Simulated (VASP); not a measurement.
# TlSb4F13 (I4/m) in VASP: relaxation of the atoms with PBE

Aim: the relaxation of the atoms of TlSb4F13 with PBE.

All numbers are computed with VASP 6.6.1; they aren't measurements. Logs are shortened: lines on timing, memory, paths and dates and some standing lists are left out, and cuts for length are marked.

### Step 1. The cell of the first run

Symmetry: I4/m, No. 87, tetragonal system. The conventional cell has a = 9.637 Å, b = 9.637 Å, c = 6.584 Å, α = 90.00°, β = 90.00°, γ = 90.00°. Tl (site symmetry 4/m) has 14 F at 2.81 to 3.47 Å within 3.7 Å. Within 2.6 Å of Sb (site symmetry m) lie 3 F at 1.95 to 2.10 Å. F (site symmetry 4/m) has 8 F at 2.70 Å and 4 Sb at 2.88 Å and 2 Tl at 3.29 Å within 3.6 Å. F (site symmetry m) has 1 Sb at 1.95 Å and 2 F at 2.50 Å within 2.6 Å. Within 2.8 Å of F (site symmetry 1) lie 1 Sb at 2.10 Å and 2 F at 2.50 to 2.70 Å.

### Step 2. Relaxation of the atoms, PBE

INCAR

```
PREC = Accurate
ENCUT = 520
EDIFF = 1E-7
ISMEAR = -1
SIGMA = 0.02
LREAL = F
LASPH = T
NELM = 120
ALGO = Normal
ISIF = 2
LWAVE = F
LCHARG = F
GGA = PE
IBRION = 2
NSW = 80
EDIFFG = -0.02
GGA_COMPAT = F
NELMIN = 4
KPAR = 4
```

KPOINTS

```
regular mesh
0
Gamma
  4 4 4
```

POSCAR

```
TlSb4F13
1.0
   -4.8185000000      4.8185000000      3.2920000000
    4.8185000000     -4.8185000000      3.2920000000
    4.8185000000      4.8185000000     -3.2920000000
Tl Sb F
1 4 13
Direct
    0.5000000000      0.5000000000      0.0000000000
    0.0194000000      0.2980000000      0.3174000000
    0.2980000000      0.9806000000      0.2786000000
    0.9806000000      0.7020000000      0.6826000000
    0.7020000000      0.0194000000      0.7214000000
    0.0000000000      0.0000000000      0.0000000000
    0.5970000000      0.8470000000      0.4440000000
    0.8470000000      0.4030000000      0.2500000000
    0.4030000000      0.1530000000      0.5560000000
    0.1530000000      0.5970000000      0.7500000000
    0.4440000000      0.3330000000      0.3050000000
    0.3330000000      0.0280000000      0.8890000000
    0.0280000000      0.1390000000      0.6950000000
    0.1390000000      0.4440000000      0.1110000000
    0.5560000000      0.6670000000      0.6950000000
    0.6670000000      0.9720000000      0.1110000000
    0.9720000000      0.8610000000      0.3050000000
    0.8610000000      0.5560000000      0.8890000000
```

Potentials or basis: VASP PAW PBE potentials, release 64 (Tl_d, Sb, F).

On the command line:

```sh
> cat potpaw_PBE.64/Tl_d/POTCAR potpaw_PBE.64/Sb/POTCAR potpaw_PBE.64/F/POTCAR > POTCAR
> mpirun -np 4 vasp_std > vasp.out
```

OUTCAR:

```text
PREC = Accurate
   ENCUT = 520
   EDIFF = 1E-7
   ISMEAR = -1
   LREAL = F
   LASPH = T
   NELM = 120
   ISIF = 2
   GGA = PE
   IBRION = 2
   NSW = 80
   EDIFFG = -0.02
   NELMIN = 4

 ion  position               nearest neighbor table
   1  0.500  0.500  0.000-  14 2.81  18 2.81  11 2.81  15 2.81  17 2.81  13 2.81  12 2.81  16 2.81

   2  0.019  0.298  0.317-   8 1.95  16 2.10  14 2.10
   3  0.298  0.981  0.279-   9 1.95  11 2.10  17 2.10
   4  0.981  0.702  0.683-  10 1.95  12 2.10  18 2.10
   5  0.702  0.019  0.721-   7 1.95  15 2.10  13 2.10
   6  0.000  0.000  0.000-
   7  0.597  0.847  0.444-   5 1.95
   8  0.847  0.403  0.250-   2 1.95
   9  0.403  0.153  0.556-   3 1.95
  10  0.153  0.597  0.750-   4 1.95
  11  0.444  0.333  0.305-   3 2.10   1 2.81
  12  0.333  0.028  0.889-   4 2.10   1 2.81
  13  0.028  0.139  0.695-   5 2.10   1 2.81
  14  0.139  0.444  0.111-   2 2.10   1 2.81
  15  0.556  0.667  0.695-   5 2.10   1 2.81
  16  0.667  0.972  0.111-   2 2.10   1 2.81
  17  0.972  0.861  0.305-   3 2.10   1 2.81
  18  0.861  0.556  0.889-   4 2.10   1 2.81

  LATTYP: Found a body centered tetragonal cell.
 ALAT       =     9.6370000000
 C/A-ratio  =     0.6832001660

  Lattice vectors:

 A1 = (  -4.8185000000,   4.8185000000,   3.2920000000)
 A2 = (   4.8185000000,  -4.8185000000,   3.2920000000)
 A3 = (   4.8185000000,   4.8185000000,  -3.2920000000)

Analysis of symmetry for initial positions (statically):
=====================================================================
 Subroutine PRICEL returns:
 Original cell was already a primitive cell.

 Routine SETGRP: Setting up the symmetry group for a
 body centered tetragonal supercell.

 Subroutine GETGRP returns: Found  8 space group operations
 (whereof  8 operations were pure point group operations)
 out of a pool of 16 trial point group operations.

The static configuration has the point symmetry C_4h.

Analysis of symmetry for dynamics (positions and initial velocities):
=====================================================================
 Subroutine PRICEL returns:
 Original cell was already a primitive cell.

 Routine SETGRP: Setting up the symmetry group for a
 body centered tetragonal supercell.

 Subroutine GETGRP returns: Found  8 space group operations
 (whereof  8 operations were pure point group operations)
 out of a pool of 16 trial point group operations.

The dynamic configuration has the point symmetry C_4h.

 Subroutine INISYM returns: Found  8 space group operations
 (whereof  8 operations are pure point group operations),
 and found     1 'primitive' translations

----------------------------------------------------------------------------------------

                                     Primitive cell

  volume of cell :     305.7339

  direct lattice vectors                    reciprocal lattice vectors
    -4.818500000  4.818500000  3.292000000     0.000000000  0.103766732  0.151883354
     4.818500000 -4.818500000  3.292000000     0.103766732  0.000000000  0.151883354
     4.818500000  4.818500000 -3.292000000     0.103766732  0.103766732  0.000000000

  length of vectors
     7.567902517  7.567902517  7.567902517     0.183945883  0.183945883  0.146748320

  position of ions in fractional coordinates (direct lattice)
     0.500000000  0.500000000  0.000000000
     0.019400000  0.298000000  0.317400000
     0.298000000  0.980600000  0.278600000
     0.980600000  0.702000000  0.682600000
     0.702000000  0.019400000  0.721400000
     0.000000000  0.000000000  0.000000000
[... 10 lines left out ...]
     0.972000000  0.861000000  0.305000000
     0.861000000  0.556000000  0.889000000

  ion indices of the primitive-cell ions
   primitive index   ion index
                 1           1
                 2           2
                 3           3
                 4           4
                 5           5
                 6           6
[... 10 lines left out ...]
                17          17
                18          18

----------------------------------------------------------------------------------------

 KPOINTS: regular mesh

Automatic generation of k-mesh.
 Grid dimensions read from file:
 generate k-points for:    4    4    4

 Generating k-lattice:

  Cartesian coordinates                     Fractional coordinates (reciprocal lattice)
     0.000000000  0.025941683  0.037970838     0.250000000  0.000000000 -0.000000000
     0.025941683  0.000000000  0.037970838     0.000000000  0.250000000 -0.000000000
     0.025941683  0.025941683  0.000000000     0.000000000  0.000000000  0.250000000

  Length of vectors
     0.045986471  0.045986471  0.036687080

  Shift w.r.t. Gamma in fractional coordinates (k-lattice)
     0.000000000  0.000000000  0.000000000

 Subroutine IBZKPT returns following result:
 ===========================================

 Found     14 irreducible k-points:

 Following reciprocal coordinates:
            Coordinates               Weight
  0.000000  0.000000  0.000000      1.000000
  0.250000 -0.000000  0.000000      8.000000
  0.500000 -0.000000  0.000000      4.000000
  0.250000  0.250000  0.000000      8.000000
  0.500000  0.250000  0.000000      8.000000
 -0.250000  0.500000  0.000000      8.000000
 -0.250000  0.250000  0.000000      4.000000
  0.500000  0.500000  0.000000      2.000000
  0.250000  0.250000  0.250000      2.000000
 -0.250000  0.250000  0.250000      4.000000
  0.500000  0.500000  0.250000      4.000000
 -0.250000  0.500000  0.250000      8.000000
 -0.250000 -0.250000  0.250000      2.000000
  0.500000  0.500000  0.500000      1.000000
   k-points           NKPTS =     14   k-points in BZ     NKDIM =     14   number of bands    NBANDS=     74
   number of dos      NEDOS =    301   number of ions     NIONS =     18
   total plane-waves  NPLWV = 175616
   dimension x,y,z NGX =    56 NGY =   56 NGZ =   56
   dimension x,y,z NGXF=   112 NGYF=  112 NGZF=  112
   ions per type =               1   4  13
   NGX,Y,Z   is equivalent  to a cutoff of  12.30, 12.30, 12.30 a.u.
   NGXF,Y,Z  is equivalent  to a cutoff of  24.60, 24.60, 24.60 a.u.
 SYSTEM =  unknown system
   PREC   = accura    normal or accurate (medium, high low for compatibility)
   ISTART =      0    job   : 0-new  1-cont  2-samecut
   ICHARG =      2    charge: 1-file 2-atom 10-const
   ISPIN  =      1    spin polarized calculation?
   LNONCOLLINEAR =      F non collinear calculations
   LSORBIT =      F    spin-orbit coupling
   LASPH  =      T    aspherical Exc in radial PAW
   ENCUT  =  520.0 eV  38.22 Ry    6.18 a.u.  14.07 14.07 14.07*2*pi/ulx,y,z
   NELM   =    120;   NELMIN=  4; NELMDL= -5     # of ELM steps
   EDIFF  = 0.1E-06   stopping-criterion for ELM
   LREAL  =      F    real-space projection
   EDIFFG = -.2E-01   stopping-criterion for IOM
   NSW    =     80    number of steps for IOM
   IBRION =      2    ionic relax: 0-MD 1-quasi-New 2-CG
   NFREE  =      1    steps in history (QN), initial steepest desc. (CG)
   ISIF   =      2    stress and relaxation
   ISYM   =      2    0-nonsym 1-usesym 2-fastsym
   POTIM  = 0.5000    time-step for ionic-motion
   TEBEG  =    0.0;   TEEND  =   0.0 temperature during run
   PSTRESS=    0.0 pullay stress
   NELECT =     124.0000    total number of electrons
   NUPDOWN=      -1.0000    fix difference up-down
   EMIN   =  10.00;   EMAX   =-10.00  energy-range for DOS
   EFERMI =   0.00;   METHOD = LEGACY
   ISMEAR =    -1;   SIGMA  =   0.02  broadening in eV -4-tet -1-fermi 0-gaus
   EFERMI_NEDOS =   21; number of points for ismear=-14 and -15
   IALGO  =     38    algorithm
   IMIX   =      4    mixing-type and parameters
     AMIX     =   0.40;   BMIX     =  1.00
     AMIX_MAG =   1.60;   BMIX_MAG =  1.00
  volume/ion in A,a.u.               =      16.99       114.62
  Fermi-wavevector in a.u.,A,eV,Ry     =   1.211809  2.289987 19.979901  1.468481
  Thomas-Fermi vector in A             =   2.347313
   LORBIT       =      0    0 simple, 1 ext, 2 COOP (PROOUT), +10 PAW based schemes
   GGA     = PE    functional components
   LHFCALC =     F    Hartree Fock is set to
   AEXX    =    0.0000 exact exchange contribution
   IVDW    =     0    specifies the selected vdW correction
   LEPSILON=     F    determine dielectric tensor
   LRPA    =     F    only Hartree local field effects (RPA)
 conjugate gradient relaxation of ions
 non-spin polarized calculation
  energy-cutoff  :      520.00
  volume of cell :      305.73
 maximum number of plane-waves:      8264
   NGX = 29   NGY = 29   NGZ = 29

--------------------------------------- Ionic step        1  -------------------------------------------

 number of electron     123.9999980 magnetization

 Free energy of the ion-electron system (eV)
  ---------------------------------------------------
  ext. energy  EPLUGINS =         0.00000000
  ---------------------------------------------------
  free energy    TOTEN  =       -79.17154950 eV

  energy without entropy =      -79.17154950  energy(sigma->0) =      -79.17154950

------------------------ aborting loop because EDIFF is reached ----------------------------------------

  FORCE on cell =-STRESS in cart. coord.  units (eV):
  Direction    XX          YY          ZZ          XY          YZ          ZX
  --------------------------------------------------------------------------------------
  -------------------------------------------------------------------------------------
  Total       -4.4023612     -4.4023612    -10.1979683      0.0000005     -0.0000000      0.0000000
  in kB      -23.0702719    -23.0702719    -53.4417529      0.0000024     -0.0000000      0.0000000
  external PRESSURE =     -33.1940989 kB  Pullay stress =       0.0000000 kB
[... 137 lines left out ...]
  FREE ENERGIE OF THE ION-ELECTRON SYSTEM (eV)
  ---------------------------------------------------
  free  energy   TOTEN  =       -81.2855277443 eV

  energy  without entropy=      -81.2855277443  energy(sigma->0) =      -81.28552774

[... ionic steps 4 to 27 ...]

--------------------------------------- Ionic step       28  -------------------------------------------

 number of electron     123.9999921 magnetization

------------------------ aborting loop because EDIFF is reached ----------------------------------------

  FORCE on cell =-STRESS in cart. coord.  units (eV):
  Direction    XX          YY          ZZ          XY          YZ          ZX
  --------------------------------------------------------------------------------------
  -------------------------------------------------------------------------------------
  Total        2.9714601      2.9714601      1.0683090      0.0000002      0.0000000      0.0000000
  in kB       15.5717326     15.5717326      5.5984002      0.0000012      0.0000000      0.0000000
  external PRESSURE =      12.2472885 kB  Pullay stress =       0.0000000 kB
[... 89 lines left out ...]
  energy  without entropy=      -82.4709268677  energy(sigma->0) =      -82.47092687

--------------------------------------- Ionic step       30  -------------------------------------------

 number of electron     123.9999921 magnetization

 Free energy of the ion-electron system (eV)
  ---------------------------------------------------
  ext. energy  EPLUGINS =         0.00000000
  ---------------------------------------------------
  free energy    TOTEN  =       -82.47117028 eV

  energy without entropy =      -82.47117028  energy(sigma->0) =      -82.47117028

 E-fermi :   0.9693     XC(G=0):  -8.9434

 val. band max:        0.4870100053   @ k =   0.2500   0.2500   0.2500
 cond. band min:       5.2803422085   @ k =  -0.2500  -0.2500   0.2500
 fundamental gap:      4.7933322031
 Fermi energy:         0.9693090760

 k-point     1 :       0.0000    0.0000    0.0000
  band No.  band energies     occupation
      1     -21.3525      2.00000
      2     -21.1448      2.00000
      3     -21.1081      2.00000
      4     -21.1081      2.00000
      5     -20.7408      2.00000
      6     -20.7408      2.00000
[... 1112 lines left out ...]
  FREE ENERGIE OF THE ION-ELECTRON SYSTEM (eV)
  ---------------------------------------------------
  free  energy   TOTEN  =       -82.4711702778 eV

  energy  without entropy=      -82.4711702778  energy(sigma->0) =      -82.47117028

 reached required accuracy - stopping structural energy minimisation
```

Wall time 39 min (4 MPI ranks of Intel Xeon Platinum 8488C (Sapphire Rapids), shared host); peak memory 0.61 GiB.

Results:

```yaml
Free_energy: -82.4712 eV
Energy_gained_by_relaxing: 183.3 meV/atom
Ionic_steps: 30
Pressure_after_relaxing: 1.3 GPa
Largest_force_after_relaxing: 0.016 eV/Å
Band_gap_on_the_k_mesh: 4.79 eV, indirect (least direct gap 4.87 eV)
```

Forces in eV/Å, atoms in the order of the input:
```
Tl   0.000  0.000  0.000
Sb   0.000 -0.016  0.000
Sb   0.016  0.000  0.000
Sb   0.000  0.016  0.000
Sb  -0.016  0.000  0.000
F    0.000  0.000  0.000
F   -0.008  0.011  0.000
F   -0.011 -0.008  0.000
F    0.008 -0.011  0.000
F    0.011  0.008  0.000
F   -0.001 -0.009 -0.005
F    0.009 -0.001 -0.005
F    0.001  0.009 -0.005
F   -0.009  0.001 -0.005
F    0.001  0.009  0.005
F   -0.009  0.001  0.005
F   -0.001 -0.009  0.005
F    0.009 -0.001  0.005
```

Step by step:
```
step  energy change (eV)  largest force (eV/Å)  pressure (GPa)
   1              0.0000                3.8739           -3.32
   2             -2.0681                0.9660            3.55
   3             -2.1140                0.9801            2.40
   4             -2.3692                0.8535            2.21
   5             -2.8502                0.5113            1.55
   6             -2.2597                1.3098            0.14
   7             -2.9166                0.4544            1.24
   8             -3.0758                0.5374            2.23
   9             -3.0917                0.8298            2.69
  10             -3.1670                0.5587            2.38
  11             -3.2377                0.2157            1.66
  12             -3.2381                0.2269            1.72
  13             -3.2465                0.1814            1.66
  14             -3.2645                0.1728            1.49
  15             -3.2688                0.2886            1.18
  16             -3.2722                0.2427            1.30
  17             -3.2793                0.0877            1.40
  18             -3.2795                0.1044            1.43
  19             -3.2826                0.0938            1.43
  20             -3.2896                0.0623            1.45
  21             -3.2942                0.1162            1.50
  22             -3.2963                0.0595            1.32
  23             -3.2966                0.0591            1.22
  24             -3.2972                0.0515            1.24
  25             -3.2986                0.0294            1.28
  26             -3.2990                0.0399            1.37
  27             -3.2992                0.0264            1.34
  28             -3.2994                0.0293            1.22
  29             -3.2994                0.0219            1.25
  30             -3.2996                0.0157            1.26
```

Final structure:
```xyz
18
Lattice="-4.8185 4.8185 3.2920 4.8185 -4.8185 3.2920 4.8185 4.8185 -3.2920" Properties=species:S:1:pos:R:3 pbc="T T T"
Tl    0.0000    0.0000    3.2920
Sb    2.6760    0.0753    0.0000
Sb    4.7432   -2.1425    3.2920
Sb    2.1425    4.7432    3.2920
Sb    0.0753    6.9610    0.0000
F     0.0000    0.0000    0.0000
F     3.6459    0.5879    3.2920
F    -0.5879    3.6459    3.2920
F     1.1726    4.2306    0.0000
F     5.4064    1.1726    0.0000
F     1.0819    2.0214    1.4538
F     2.7971    5.9004   -1.8382
F     3.7366    2.7971   -1.8382
F     2.0214   -1.0819    1.4538
F     3.7366    2.7971    1.8382
F     2.0214   -1.0819    5.1302
F     1.0819    2.0214    5.1302
F     2.7971    5.9004    1.8382
```

Caveat: spin-orbit coupling is left out, which moves the levels of the heavy elements. As with any semilocal functional, this PBE gap is likely too small.
